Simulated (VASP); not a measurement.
A run of VASP 6.6.1:

The input INCAR:

```
SYSTEM = AlN
PREC = Accurate
ENCUT = 520
EDIFF = 1E-8
ISMEAR = 0
SIGMA = 0.01
LREAL = .False.
LASPH = .True.
NELM = 100
ALGO = Normal
ISIF = 2
LWAVE = .False.
LCHARG = .False.
GGA = PS
NBANDS = 16
IBRION = 8
NSW = 1
LEPSILON = .True.
```

The input KPOINTS:

```
regular mesh
0
Gamma
  12 12 8
  0 0 0
```

POSCAR

```
AlN
1.0
    3.1138207702      0.0000000000      0.0000000000
   -1.5569103851      2.6966478898      0.0000000000
    0.0000000000      0.0000000000      4.9835885532
Al N
2 2
Direct
    0.3333333333      0.6666666667      0.0015085243
    0.6666666667      0.3333333333      0.5015085243
    0.3333333333      0.6666666667      0.3834914757
    0.6666666667      0.3333333333      0.8834914757
```

Potentials or basis: VASP PAW PBE potentials, release 64 (Al, N).

Command:

```bash
$ cat potpaw_PBE.64/Al/POTCAR potpaw_PBE.64/N/POTCAR > POTCAR
$ mpirun -np 1 vasp_std > vasp.out
```

Hardware: 1 thread of Intel(R) Xeon(R) 6975P-C (Granite Rapids) (shared host).

Estimate the wall time of this run.

It took 13 min on 1 thread of Intel(R) Xeon(R) 6975P-C (Granite Rapids), with other jobs on the host, peak memory 0.85 GiB. Counts: scf iterations 144, k points 95.
